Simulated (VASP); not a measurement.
The system is NiO2.

```
Ni O
1.0
     2.76278    0.00000    0.00000
    -1.38139    2.39264    0.00000
     0.00000    0.00000    4.20614
Ni O
1 2
Direct
  0.00000 0.00000 0.50000
  0.66667 0.33333 0.71862
  0.33333 0.66667 0.28138
```

Base run:

* Program: VASP 6.6.1
* Functional: LDA
* Potentials or basis: VASP PAW LDA potentials, release 64 (Ni_sv_GW, O)
* Cutoff: 600 eV
* k mesh: 12 × 12 × 6
* Occupations: gaussian, width 0.02 eV
* Spin: no spin polarisation

Its results: band gap on the k mesh 0.76 eV, indirect (least direct gap 1.01 eV); pressure 0.0 GPa; largest force 0.109 eV/Å.

Question: The run is repeated on the same cell with these changes: potentials or basis from VASP PAW LDA potentials, release 64 (Ni_sv_GW, O) to VASP PAW LDA potentials, release 64 (Ni, O); cutoff from 600 eV to 520 eV; further incar settings from ALGO = Normal; EDIFF = 1e-06; NBANDS = 22 to ALGO = Normal; EDIFF = 1e-07; NBANDS = 18; valence electrons from 30 to 22. What comes out?

Answer: Band gap on the k mesh 0.74 eV, indirect (least direct gap 0.99 eV); pressure 1.2 GPa; largest force 0.094 eV/Å.

A k mesh can miss the band edges.
